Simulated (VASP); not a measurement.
A run of VASP 6.6.1:

Contents of INCAR:

```
PREC = Accurate ; ENCUT = 600
EDIFF = 1E-6 ; ISMEAR = -1
SIGMA = 0.05 ; LREAL = False
LASPH = True ; NELM = 80
ALGO = Normal ; ISIF = 3
LWAVE = False ; LCHARG = False
GGA = CA ; IBRION = 2
NSW = 80 ; EDIFFG = -0.005
PSTRESS = 20.0
```

File KPOINTS:

```
Automatic mesh
0
Gamma
  7 7 7
```

The input POSCAR:

```
Pb
1.0
    0.0000000000      3.4390000555      3.4390000555
    3.4390000555      0.0000000000      3.4390000555
    3.4390000555      3.4390000555      0.0000000000
Pb
2
Direct
    0.2500000000      0.2500000000      0.2500000000
    0.0000000000      0.0000000000      0.0000000000
```

Potentials or basis: VASP PAW LDA potentials, release 64 (Pb_d).

Command:

```bash
$ cat potpaw_LDA.64/Pb_d/POTCAR > POTCAR
$ mpirun -np 1 vasp_std > vasp.out
```

Hardware: 1 thread of Intel Xeon 8259CL, with other jobs on the host.

**Question.** Estimate the wall time of this run.

**Answer.** Wall time 3.5 min on 1 thread of Intel Xeon 8259CL, with other jobs on the host, peak memory 0.21 GiB. Counts: scf iterations 45, k points 20, ion steps 7.
